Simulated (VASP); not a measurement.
# BeS (I-4m2) in VASP: a series of runs

The runs below take BeS through single point, with r2SCAN.

Everything below comes from runs of VASP 6.6.1. Logs are shortened: lines on timing, memory, paths and dates and some standing lists are left out, and cuts for length are marked.

## (1) The cell of the first run

The structure is tetragonal, space group I-4m2 (No. 119). The conventional cell has a = 3.378 Å, b = 3.378 Å, c = 4.995 Å, α = 90.00°, β = 90.00°, γ = 90.00°. Within 2.8 Å of Be (site symmetry -4m2) lie 4 S at 2.10 Å. Within 2.8 Å of S (site symmetry -4m2) lie 4 Be at 2.10 Å.

## (2) Single point, r2SCAN (strain -0.015 along x and y, +0.030 along z)

File POSCAR:

```
BeS
1.0
    0.0000000000      2.3886250000      2.4977500000
    2.3886250000      0.0000000000      2.4977500000
    2.3886250000      2.3886250000      0.0000000000
Be S
1 1
Direct
    0.0000000000      0.0000000000      0.0000000000
    0.7500000000      0.7500000000      0.7500000000
```

File INCAR.step1:

```
ALGO     = Normal         # electronic algorithm
EDIFF    = 1E-4           # SCF threshold, eV
ENCUT    = 520            # plane-wave cutoff, eV
GGA      = PE             # functional
ISMEAR   = 0              # smearing method
LASPH    = True           # aspherical terms in the spheres
LCHARG   = False          # write CHGCAR
LREAL    = False          # projectors in reciprocal space
LWAVE    = True           # write WAVECAR
NBANDS   = 11             # bands
NELM     = 100            # most SCF steps
PREC     = Accurate       # precision mode
SIGMA    = 0.05           # smearing width, eV
```

File INCAR.step2:

```
ALGO     = Normal         # electronic algorithm
EDIFF    = 1E-6           # SCF threshold, eV
ENCUT    = 520            # plane-wave cutoff, eV
ISIF     = 2              # what is computed and relaxed
ISMEAR   = 0              # smearing method
ISTART   = 1            
LASPH    = True           # aspherical terms in the spheres
LCHARG   = False          # write CHGCAR
LMIXTAU  = True         
LREAL    = False          # projectors in reciprocal space
LWAVE    = False          # write WAVECAR
METAGGA  = R2SCAN         # meta-GGA
NBANDS   = 11             # bands
NELM     = 100            # most SCF steps
PREC     = Accurate       # precision mode
SIGMA    = 0.05           # smearing width, eV
```

File KPOINTS:

```
k-points
0
Gamma
  8 8 8
```

Potentials or basis: VASP PAW PBE potentials, release 64 (Be, S).

Started as:

```console
$ cat potpaw_PBE.64/Be/POTCAR potpaw_PBE.64/S/POTCAR > POTCAR
$ cp INCAR.step1 INCAR
$ mpirun -np 1 vasp_std > vasp.out
$ cp INCAR.step2 INCAR
$ mpirun -np 1 vasp_std > vasp.out
```

OUTCAR:

```text
EDIFF = 1E-6
   ENCUT = 520
   ISIF = 2
   ISMEAR = 0
   ISTART = 1
   LASPH = True
   LREAL = False
   METAGGA = R2SCAN
   NELM = 100
   PREC = Accurate

 ion  position               nearest neighbor table
   1  0.000  0.000  0.000-   2 2.10   2 2.10   2 2.10   2 2.10
   2  0.750  0.750  0.750-   1 2.10   1 2.10   1 2.10   1 2.10

  LATTYP: Found a body centered tetragonal cell.
 ALAT       =     3.3780258704
 C/A-ratio  =     1.4788223038

  Lattice vectors:

 A1 = (  -2.3886250000,   0.0000000000,   2.4977500000)
 A2 = (   2.3886250000,   0.0000000000,   2.4977500000)
 A3 = (   0.0000000000,   2.3886250000,  -2.4977500000)

Analysis of symmetry for initial positions (statically):
=====================================================================
 Subroutine PRICEL returns:
 Original cell was already a primitive cell.

 Routine SETGRP: Setting up the symmetry group for a
 body centered tetragonal supercell.

 Subroutine GETGRP returns: Found  8 space group operations
 (whereof  8 operations were pure point group operations)
 out of a pool of 16 trial point group operations.

The static configuration has the point symmetry D_2d.

Analysis of symmetry for dynamics (positions and initial velocities):
=====================================================================
 Subroutine PRICEL returns:
 Original cell was already a primitive cell.

 Routine SETGRP: Setting up the symmetry group for a
 body centered tetragonal supercell.

 Subroutine GETGRP returns: Found  8 space group operations
 (whereof  8 operations were pure point group operations)
 out of a pool of 16 trial point group operations.

The dynamic configuration has the point symmetry D_2d.

 Subroutine INISYM returns: Found  8 space group operations
 (whereof  8 operations are pure point group operations),
 and found     1 'primitive' translations

----------------------------------------------------------------------------------------

                                     Primitive cell

  volume of cell :      28.5020

  direct lattice vectors                    reciprocal lattice vectors
     0.000000000  2.388625000  2.497750000    -0.209325449  0.209325449  0.200180162
     2.388625000  0.000000000  2.497750000     0.209325449 -0.209325449  0.200180162
     2.388625000  2.388625000  0.000000000     0.209325449  0.209325449 -0.200180162

  length of vectors
     3.456050412  3.456050412  3.378025870     0.357360300  0.357360300  0.357360300

  position of ions in fractional coordinates (direct lattice)
     0.000000000  0.000000000  0.000000000
     0.750000000  0.750000000  0.750000000

  ion indices of the primitive-cell ions
   primitive index   ion index
                 1           1
                 2           2

----------------------------------------------------------------------------------------

 KPOINTS: k-points

Automatic generation of k-mesh.
 Grid dimensions read from file:
 generate k-points for:    8    8    8

 Generating k-lattice:

  Cartesian coordinates                     Fractional coordinates (reciprocal lattice)
    -0.026165681  0.026165681  0.025022520     0.125000000  0.000000000  0.000000000
     0.026165681 -0.026165681  0.025022520     0.000000000  0.125000000  0.000000000
     0.026165681  0.026165681 -0.025022520     0.000000000  0.000000000  0.125000000

  Length of vectors
     0.044670038  0.044670038  0.044670038

  Shift w.r.t. Gamma in fractional coordinates (k-lattice)
     0.000000000  0.000000000  0.000000000

 Subroutine IBZKPT returns following result:
 ===========================================

 Found     59 irreducible k-points:

 Following reciprocal coordinates:
            Coordinates               Weight
  0.000000  0.000000  0.000000      1.000000
  0.125000  0.000000  0.000000      8.000000
  0.250000  0.000000  0.000000      8.000000
  0.375000 -0.000000  0.000000      8.000000
  0.500000  0.000000  0.000000      4.000000
  0.125000  0.125000  0.000000      2.000000
[... 16 lines left out ...]
  0.250000  0.000000  0.125000     16.000000
  0.375000 -0.000000  0.125000     16.000000
 [... further k-points ...]
   k-points           NKPTS =     59   k-points in BZ     NKDIM =     59   number of bands    NBANDS=     11
   number of dos      NEDOS =    301   number of ions     NIONS =      2
   total plane-waves  NPLWV =  21952
   dimension x,y,z NGX =    28 NGY =   28 NGZ =   28
   dimension x,y,z NGXF=    56 NGYF=   56 NGZF=   56
   ions per type =               1   1
   NGX,Y,Z   is equivalent  to a cutoff of  13.47, 13.47, 13.78 a.u.
   NGXF,Y,Z  is equivalent  to a cutoff of  26.94, 26.94, 27.56 a.u.
 SYSTEM =  unknown system
   PREC   = accura    normal or accurate (medium, high low for compatibility)
   ISTART =      1    job   : 0-new  1-cont  2-samecut
   ICHARG =      0    charge: 1-file 2-atom 10-const
   ISPIN  =      1    spin polarized calculation?
   LNONCOLLINEAR =      F non collinear calculations
   LSORBIT =      F    spin-orbit coupling
   LASPH  =      T    aspherical Exc in radial PAW
   ENCUT  =  520.0 eV  38.22 Ry    6.18 a.u.   6.43  6.43  6.28*2*pi/ulx,y,z
   NELM   =    100;   NELMIN=  2; NELMDL=  0     # of ELM steps
   EDIFF  = 0.1E-05   stopping-criterion for ELM
   LREAL  =      F    real-space projection
   EDIFFG = 0.1E-04   stopping-criterion for IOM
   NSW    =      0    number of steps for IOM
   IBRION =     -1    ionic relax: 0-MD 1-quasi-New 2-CG
   NFREE  =      0    steps in history (QN), initial steepest desc. (CG)
   ISIF   =      2    stress and relaxation
   ISYM   =      2    0-nonsym 1-usesym 2-fastsym
   POTIM  = 0.5000    time-step for ionic-motion
   TEBEG  =    0.0;   TEEND  =   0.0 temperature during run
   PSTRESS=    0.0 pullay stress
   NELECT =       8.0000    total number of electrons
   NUPDOWN=      -1.0000    fix difference up-down
   EMIN   =  10.00;   EMAX   =-10.00  energy-range for DOS
   EFERMI =   0.00;   METHOD = LEGACY
   ISMEAR =     0;   SIGMA  =   0.05  broadening in eV -4-tet -1-fermi 0-gaus
   EFERMI_NEDOS =   21; number of points for ismear=-14 and -15
   IALGO  =     38    algorithm
   IMIX   =      4    mixing-type and parameters
     AMIX     =   0.40;   BMIX     =  1.00
     AMIX_MAG =   1.60;   BMIX_MAG =  1.00
  volume/ion in A,a.u.               =      14.25        96.17
  Fermi-wavevector in a.u.,A,eV,Ry     =   1.071881  2.025561 15.632123  1.148929
  Thomas-Fermi vector in A             =   2.207634
   LORBIT       =      0    0 simple, 1 ext, 2 COOP (PROOUT), +10 PAW based schemes
   METAGGA = R2SCAN    functional components
   LHFCALC =     F    Hartree Fock is set to
   AEXX    =    0.0000 exact exchange contribution
   IVDW    =     0    specifies the selected vdW correction
   LEPSILON=     F    determine dielectric tensor
   LRPA    =     F    only Hartree local field effects (RPA)
 non-spin polarized calculation
 Gauss-broadening in eV      SIGMA  =   0.05
  energy-cutoff  :      520.00
  volume of cell :       28.50
 maximum number of plane-waves:       783
 NGX is ok and might be reduce to    28
   NGX = 13   NGY = 13   NGZ = 13

 number of electron       8.0000000 magnetization

 Free energy of the ion-electron system (eV)
  ---------------------------------------------------
  ext. energy  EPLUGINS =         0.00000000
  ---------------------------------------------------
  free energy    TOTEN  =       -14.77201162 eV

  energy without entropy =      -14.77201162  energy(sigma->0) =      -14.77201162

 E-fermi :   4.2973     XC(G=0): -10.1873

 val. band max:        4.0680343585   @ k =   0.0000   0.0000   0.0000
 cond. band min:       7.4347242484   @ k =   0.5000   0.0000   0.5000
 fundamental gap:      3.3666898900
 Fermi energy:         4.2972555231

 k-point     1 :       0.0000    0.0000    0.0000
  band No.  band energies     occupation
      1     -10.3232      2.00000
      2       3.7966      2.00000
      3       4.0680      2.00000
      4       4.0680      2.00000
      5      10.2335      0.00000
      6      10.2335      0.00000
      7      10.2809      0.00000
      8      10.6600      0.00000
      9      16.8413      0.00000
     10      17.9203      0.00000
     11      19.8992      0.00000

 k-point     2 :       0.1250    0.0000    0.0000
  band No.  band energies     occupation
      1     -10.1374      2.00000
      2       2.7566      2.00000
      3       3.6703      2.00000
      4       3.8920      2.00000
      5      10.2031      0.00000
      6      10.6117      0.00000
      7      10.6525      0.00000
      8      11.8993      0.00000
      9      16.2884      0.00000
     10      17.1289      0.00000
     11      19.7425      0.00000

 k-point     3 :       0.2500    0.0000    0.0000
  band No.  band energies     occupation
      1      -9.6261      2.00000
      2       0.5971      2.00000
      3       3.2064      2.00000
      4       3.5366      2.00000
      5      10.1041      0.00000
      6      11.1462      0.00000
      7      11.2513      0.00000
      8      14.0843      0.00000
      9      16.3475      0.00000
     10      16.6725      0.00000
     11      19.2894      0.00000

 k-point     4 :       0.3750   -0.0000    0.0000
  band No.  band energies     occupation
      1      -8.9777      2.00000
      2      -1.2323      2.00000
      3       2.8348      2.00000
      4       3.2484      2.00000
      5       9.9768      0.00000
      6      11.1571      0.00000
      7      11.3985      0.00000
      8      15.6430      0.00000
      9      17.8685      0.00000
     10      18.0062      0.00000
     11      19.5300      0.00000

 k-point     5 :       0.5000    0.0000    0.0000
  band No.  band energies     occupation
      1      -8.6406      2.00000
      2      -1.9842      2.00000
      3       2.6983      2.00000
      4       3.1432      2.00000
      5       9.9141      0.00000
      6      11.0828      0.00000
      7      11.3361      0.00000
      8      16.0626      0.00000
      9      19.4810      0.00000
     10      19.7212      0.00000
     11      20.4606      0.00000
[... 211 lines left out ...]
 k-point    21 :       0.5000    0.5000    0.0000
  band No.  band energies     occupation
      1      -8.2201      2.00000
      2      -1.4172      2.00000
      3       1.5178      2.00000
      4       1.5178      2.00000
      5       7.8045      0.00000
      6       9.6461      0.00000
      7      17.8405      0.00000
      8      17.8405      0.00000
      9      20.3488      0.00000
     10      21.2692      0.00000
     11      21.7783      0.00000

 k-point    22 :       0.1250    0.0000    0.1250
  band No.  band energies     occupation
      1     -10.0674      2.00000
      2       3.0853      2.00000
      3       3.2242      2.00000
      4       3.4190      2.00000
      5       9.7588      0.00000
      6      11.0656      0.00000
      7      11.4220      0.00000
      8      11.7371      0.00000
      9      15.7798      0.00000
     10      17.4528      0.00000
     11      20.5659      0.00000

 k-point    23 :       0.2500    0.0000    0.1250
  band No.  band energies     occupation
      1      -9.6560      2.00000
      2       1.2724      2.00000
      3       2.7983      2.00000
      4       3.1739      2.00000
      5       9.7951      0.00000
      6      11.4868      0.00000
      7      12.1067      0.00000
      8      12.6814      0.00000
      9      15.8784      0.00000
     10      17.6359      0.00000
     11      20.5821      0.00000

 k-point    24 :       0.3750   -0.0000    0.1250
  band No.  band energies     occupation
      1      -9.0366      2.00000
      2      -0.6216      2.00000
      3       2.4518      2.00000
      4       2.7836      2.00000
      5       9.9697      0.00000
      6      11.6244      0.00000
      7      12.2732      0.00000
      8      13.4613      0.00000
      9      17.7439      0.00000
     10      18.8225      0.00000
     11      20.2067      0.00000

 [... further k-points ...]
[... 5 lines left out ...]
  --------------------------------------------------------------------------------------
  -------------------------------------------------------------------------------------
  Total        0.5501099      0.5501099     -0.3129917      0.0000000     -0.0000000     -0.0000000
  in kB       30.9232479     30.9232479    -17.5941601      0.0000000     -0.0000000     -0.0000000
  external PRESSURE =      14.7507786 kB  Pullay stress =       0.0000000 kB

 VOLUME and BASIS-vectors are now :
 -----------------------------------------------------------------------------
  energy-cutoff  :      520.00
  volume of cell :       28.50
      direct lattice vectors                 reciprocal lattice vectors
     0.000000000  2.388625000  2.497750000    -0.209325449  0.209325449  0.200180162
     2.388625000  0.000000000  2.497750000     0.209325449 -0.209325449  0.200180162
     2.388625000  2.388625000  0.000000000     0.209325449  0.209325449 -0.200180162

 POSITION                                       TOTAL-FORCE (eV/Angst)
 -----------------------------------------------------------------------------------
      0.00000      0.00000      0.00000        -0.000000     -0.000000     -0.000000
      3.58294      3.58294      3.74662         0.000000      0.000000      0.000000
 -----------------------------------------------------------------------------------
    total drift:                               -0.000000     -0.000000     -0.000000

  FREE ENERGIE OF THE ION-ELECTRON SYSTEM (eV)
  ---------------------------------------------------
  free  energy   TOTEN  =       -14.7720116226 eV

  energy  without entropy=      -14.7720116226  energy(sigma->0) =      -14.77201162
```

Run time: 56 s. Hardware: 1 thread of Intel Xeon Platinum 8488C (Sapphire Rapids), shared host; peak memory 0.16 GiB.

Results:

```yaml
Free_energy: -14.7720 eV
Pressure: 1.5 GPa
Band_gap_on_the_k_mesh: 3.37 eV, indirect (least direct gap 6.17 eV)
```

Stress tensor (GPa, compression positive):
```
 3.09  0.00  0.00
 0.00  3.09  0.00
 0.00  0.00 -1.76
```

Levels at points of the mesh, in eV from the valence-band top:
```tsv
k point	band 1	band 2	band 3	band 4	band 5	band 6	band 7	band 8	band 9
(0.00, 0.00, 0.00)	-14.39	-0.27	0.00	0.00	6.17	6.17	6.21	6.59	12.77
(0.50, 0.00, 0.00)	-12.71	-6.05	-1.37	-0.92	5.85	7.01	7.27	11.99	15.41
(0.50, 0.50, 0.00)	-12.29	-5.49	-2.55	-2.55	3.74	5.58	13.77	13.77	16.28
(0.50, 0.00, 0.50)	-12.06	-5.18	-2.96	-2.88	3.37	5.16	13.50	13.83	16.69
```

Caveat: the cell differs from its parent crystal (strain -0.015 along x and y, +0.030 along z); the PAW data sets were made with another functional, which shifts forces and pressure a little. A k mesh can miss the band edges.

[end of part 1 of 2]
